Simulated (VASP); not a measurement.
# HPt16 in VASP: relaxation of the atoms with PBE

Aim: the relaxation of the atoms of HPt16 with PBE.

All numbers are computed with VASP 6.6.1; they aren't measurements. Logs are shortened: lines on timing, memory, paths and dates and some standing lists are left out, and cuts for length are marked.

## 1. The cell of the first run

The cell holds a slab with vacuum, 17 atoms: a = 5.615 Å, b = 5.615 Å, c = 25.876 Å, α = 90.00°, β = 90.00°, γ = 120.00°.

## 2. Relaxation of the atoms, PBE

Input file INCAR:

```
SYSTEM = HPt16
  PREC = Accurate
  ENCUT = 450
  EDIFF = 1E-7
  ISMEAR = 0
  SIGMA = 0.1
  LREAL = .FALSE.
  LASPH = .TRUE.
  NELM = 120
  ALGO = Normal
  ISIF = 2
  LWAVE = .FALSE.
  LCHARG = .FALSE.
  LDIPOL = .TRUE.
  IDIPOL = 3
  DIPOL = 0.5 0.5 0.470
  GGA = PE
  IBRION = 2
  NSW = 90
  EDIFFG = -0.03
  GGA_COMPAT = .FALSE.
  NELMIN = 4
  NELMDL = -8
  KPAR = 4
```

Input file KPOINTS:

```
Automatic mesh
0
G
  6 6 1
  0 0 0
```

Input file POSCAR:

```
HPt16
1.0
    5.6145890053      0.0000000000      0.0000000000
   -2.8072945027      4.8623767104      0.0000000000
    0.0000000000      0.0000000000     25.8764390892
Pt H
16 1
Selective dynamics
Direct
    0.3333333333      0.1666666667      0.3284841462  F F F
    0.3333333333      0.6666666667      0.3284841462  F F F
    0.8333333333      0.1666666667      0.3284841462  F F F
    0.8333333333      0.6666666667      0.3284841462  F F F
    0.6666666667      0.3333333333      0.4170645863  F F F
    0.6666666667      0.8333333333      0.4170645863  F F F
    0.1666666667      0.3333333333      0.4170645863  F F F
    0.1666666667      0.8333333333      0.4170645863  F F F
    0.0000000000      0.5000000000      0.5045507018  T T T
    0.0000000000      0.0000000000      0.5045507018  T T T
    0.5000000000      0.5000000000      0.5045507018  T T T
    0.5000000000      0.0000000000      0.5045507018  T T T
    0.3333333333      0.6666666667      0.5934219931  T T T
    0.3333333333      0.1666666667      0.5934219931  T T T
    0.8333333333      0.6666666667      0.5934219931  T T T
    0.8333333333      0.1666666667      0.5934219931  T T T
    0.0000000000      0.0000000000      0.6096529744  T T T
```

Potentials or basis: VASP PAW PBE potentials, release 64 (Pt, H).

Command:

```bash
> cat potpaw_PBE.64/Pt/POTCAR potpaw_PBE.64/H/POTCAR > POTCAR
> mpirun -np 4 vasp_std > vasp.out
```

OUTCAR:

```text
SYSTEM = HPt16
   PREC = Accurate
   ENCUT = 450
   EDIFF = 1E-7
   ISMEAR = 0
   LREAL = .FALSE.
   LASPH = .TRUE.
   NELM = 120
   ISIF = 2
   GGA = PE
   IBRION = 2
   NSW = 90
   EDIFFG = -0.03
   NELMIN = 4
   NELMDL = -8

 ion  position               nearest neighbor table
   1  0.333  0.167  0.328-   7 2.81   5 2.81   8 2.81   4 2.81   4 2.81   3 2.81   3 2.81   2 2.81
                             2 2.81
   2  0.333  0.667  0.328-   8 2.81   6 2.81   7 2.81   3 2.81   3 2.81   4 2.81   4 2.81   1 2.81
                             1 2.81
   3  0.833  0.167  0.328-   5 2.81   7 2.81   6 2.81   2 2.81   2 2.81   1 2.81   1 2.81   4 2.81
                             4 2.81
   4  0.833  0.667  0.328-   6 2.81   8 2.81   5 2.81   1 2.81   1 2.81   2 2.81   2 2.81   3 2.81
                             3 2.81
   5  0.667  0.333  0.417-   9 2.78  12 2.78  11 2.78   3 2.81   1 2.81   4 2.81   8 2.81   8 2.81
                             7 2.81   7 2.81   6 2.81   6 2.81
   6  0.667  0.833  0.417-  10 2.78  11 2.78  12 2.78   4 2.81   2 2.81   3 2.81   7 2.81   7 2.81
                             8 2.81   8 2.81   5 2.81   5 2.81
   7  0.167  0.333  0.417-  11 2.78  10 2.78   9 2.78   1 2.81   3 2.81   2 2.81   6 2.81   6 2.81
                             5 2.81   5 2.81   8 2.81   8 2.81
   8  0.167  0.833  0.417-  12 2.78   9 2.78  10 2.78   2 2.81   4 2.81   1 2.81   5 2.81   5 2.81
                             6 2.81   6 2.81   7 2.81   7 2.81
   9  0.000  0.500  0.505-   5 2.78   8 2.78   7 2.78  12 2.81  12 2.81  11 2.81  11 2.81  10 2.81
                            10 2.81  13 2.81  16 2.81  15 2.81
  10  0.000  0.000  0.505-   6 2.78   7 2.78   8 2.78  11 2.81  11 2.81  12 2.81  12 2.81   9 2.81
                             9 2.81  14 2.81  15 2.81  16 2.81
  11  0.500  0.500  0.505-   7 2.78   6 2.78   5 2.78  10 2.81  10 2.81   9 2.81   9 2.81  12 2.81
                            12 2.81  15 2.81  14 2.81  13 2.81
  12  0.500  0.000  0.505-   8 2.78   5 2.78   6 2.78   9 2.81   9 2.81  10 2.81  10 2.81  11 2.81
                            11 2.81  16 2.81  13 2.81  14 2.81
  13  0.333  0.667  0.593-  16 2.81  16 2.81  15 2.81  15 2.81  14 2.81  14 2.81   9 2.81  12 2.81
                            11 2.81
  14  0.333  0.167  0.593-  17 1.67  15 2.81  15 2.81  16 2.81  16 2.81  13 2.81  13 2.81  10 2.81
                            11 2.81  12 2.81
  15  0.833  0.667  0.593-  17 1.67  14 2.81  14 2.81  13 2.81  13 2.81  16 2.81  16 2.81  11 2.81
                            10 2.81   9 2.81
  16  0.833  0.167  0.593-  17 1.67  13 2.81  13 2.81  14 2.81  14 2.81  15 2.81  15 2.81  12 2.81
                             9 2.81  10 2.81
  17  0.000  0.000  0.610-  14 1.67  15 1.67  16 1.67

  LATTYP: Found a hexagonal cell.
 ALAT       =     5.6145890053
 C/A-ratio  =     4.6087859797

  Lattice vectors:

 A1 = (   5.6145890053,   0.0000000000,   0.0000000000)
 A2 = (  -2.8072945027,   4.8623767104,   0.0000000000)
 A3 = (   0.0000000000,   0.0000000000,  25.8764390892)

Analysis of symmetry for initial positions (statically):
[... 208 lines left out ...]
  -------------------------------------------------------------------------------------
  Total      -10.5872311    -10.5872311      3.2612557      0.0000000      0.0000000     -0.0000000
  in kB      -24.0116437    -24.0116437      7.3964674      0.0000000      0.0000000     -0.0000000
  external PRESSURE =     -13.5422733 kB  Pullay stress =       0.0000000 kB
[... 134 lines left out ...]
  FREE ENERGIE OF THE ION-ELECTRON SYSTEM (eV)
  ---------------------------------------------------
  free  energy   TOTEN  =       -96.3006801897 eV

  energy  without entropy=      -96.1602056321  energy(sigma->0) =      -96.23044291

 dipolmoment           0.000000      0.000000      0.000194 electrons x Angstroem

[... ionic steps 4 to 12 ...]

--------------------------------------- Ionic step       13  -------------------------------------------

 number of electron     161.0000008 magnetization

------------------------ aborting loop because EDIFF is reached ----------------------------------------
[... 48 lines left out ...]
 number of electron     161.0000008 magnetization

------------------------ aborting loop because EDIFF is reached ----------------------------------------

 vacuum level on the upper side and lower side of the slab       (xc-potential included)        -0.086        -0.011

  FORCE on cell =-STRESS in cart. coord.  units (eV):
  Direction    XX          YY          ZZ          XY          YZ          ZX
  --------------------------------------------------------------------------------------
  -------------------------------------------------------------------------------------
  Total      -15.9616659    -15.9616659      0.3219147      0.0000000      0.0000000      0.0000000
  in kB      -36.2007620    -36.2007620      0.7300965      0.0000000      0.0000000      0.0000000
  external PRESSURE =     -23.8904758 kB  Pullay stress =       0.0000000 kB
[... 38 lines left out ...]
--------------------------------------- Ionic step       15  -------------------------------------------

 number of electron     161.0000008 magnetization

 dipolmoment           0.000000      0.000000     -0.009775 electrons x Angstroem

 Free energy of the ion-electron system (eV)
  ---------------------------------------------------
  ext. energy  EPLUGINS =         0.00000000
  ---------------------------------------------------
  free energy    TOTEN  =       -96.54156541 eV

  energy without entropy =      -96.40549389  energy(sigma->0) =      -96.47352965

 E-fermi :   0.1122     XC(G=0):  -5.4130

 val. band max:        0.1117786567   @ k =   0.3333  -0.0000   0.0000
 cond. band min:       0.1231027531   @ k =   0.5000   0.0000   0.0000
 fundamental gap:      0.0113240964
 Fermi energy:         0.1122425985

 k-point     1 :       0.0000    0.0000    0.0000
  band No.  band energies     occupation
      1      -9.2391      2.00000
      2      -8.3397      2.00000
      3      -7.3766      2.00000
      4      -6.6644      2.00000
      5      -6.4154      2.00000
      6      -6.3998      2.00000
[... 654 lines left out ...]
     91       2.8936      0.00000
     92       2.9432      0.00000
 [bands above 92 left out]

------------------------ aborting loop because EDIFF is reached ----------------------------------------

 vacuum level on the upper side and lower side of the slab       (xc-potential included)        -0.057         0.008

  FORCE on cell =-STRESS in cart. coord.  units (eV):
  Direction    XX          YY          ZZ          XY          YZ          ZX
  --------------------------------------------------------------------------------------
  -------------------------------------------------------------------------------------
  Total      -15.9563125    -15.9563125      0.3594497      0.0000000      0.0000000     -0.0000000
  in kB      -36.1886206    -36.1886206      0.8152253      0.0000000      0.0000000     -0.0000000
  external PRESSURE =     -23.8540053 kB  Pullay stress =       0.0000000 kB
[... 32 lines left out ...]
  FREE ENERGIE OF THE ION-ELECTRON SYSTEM (eV)
  ---------------------------------------------------
  free  energy   TOTEN  =       -96.5415654073 eV

  energy  without entropy=      -96.4054938907  energy(sigma->0) =      -96.47352965

 reached required accuracy - stopping structural energy minimisation

 vacuum level on the upper side and lower side of the slab         5.679         5.743
```

Wall time 64 min (4 MPI ranks of Intel Xeon Platinum 8488C (Sapphire Rapids), shared host); peak memory 0.85 GiB.

What came out:

```
Free energy               : -96.5416 eV
Energy gained by relaxing : 30.9 meV/atom
Ionic steps               : 15
Band gap on the k mesh    : zero (an odd number of electrons rules out a gap without spin polarisation)
```

The path:
```csv
step,energy change (eV),largest force on free atoms (eV/Å),pressure (GPa)
1,0.0000,1.9907,-1.35
2,-0.2684,0.7996,-1.45
3,-0.2850,0.8883,-1.49
4,-0.3351,0.8214,-1.55
5,-0.4140,0.5557,-1.67
6,-0.4563,0.3941,-1.73
7,-0.4967,0.2389,-1.83
8,-0.5085,0.1763,-1.90
9,-0.5113,0.1733,-1.95
10,-0.5166,0.1254,-2.04
11,-0.5197,0.2319,-2.18
12,-0.5238,0.1430,-2.27
13,-0.5257,0.0388,-2.40
14,-0.5257,0.0362,-2.39
15,-0.5259,0.0143,-2.39
```

Final structure:
```
Pt H
1.0
     5.61459    0.00000    0.00000
    -2.80729    4.86238    0.00000
     0.00000    0.00000   25.87644
Pt H
16 1
Direct
  0.33333 0.16667 0.32848
  0.33333 0.66667 0.32848
  0.83333 0.16667 0.32848
  0.83333 0.66667 0.32848
  0.66667 0.33333 0.41706
  0.66667 0.83333 0.41706
  0.16667 0.33333 0.41706
  0.16667 0.83333 0.41706
  0.99893 0.49946 0.50475
  0.00000 0.00000 0.50512
  0.50054 0.49946 0.50475
  0.50054 0.00107 0.50475
  0.33333 0.66667 0.59233
  0.33916 0.16958 0.59555
  0.83042 0.66084 0.59555
  0.83042 0.16958 0.59555
  0.00000 0.00000 0.62881
```

Caveat: spin-orbit coupling is left out, which moves the levels of the heavy elements.
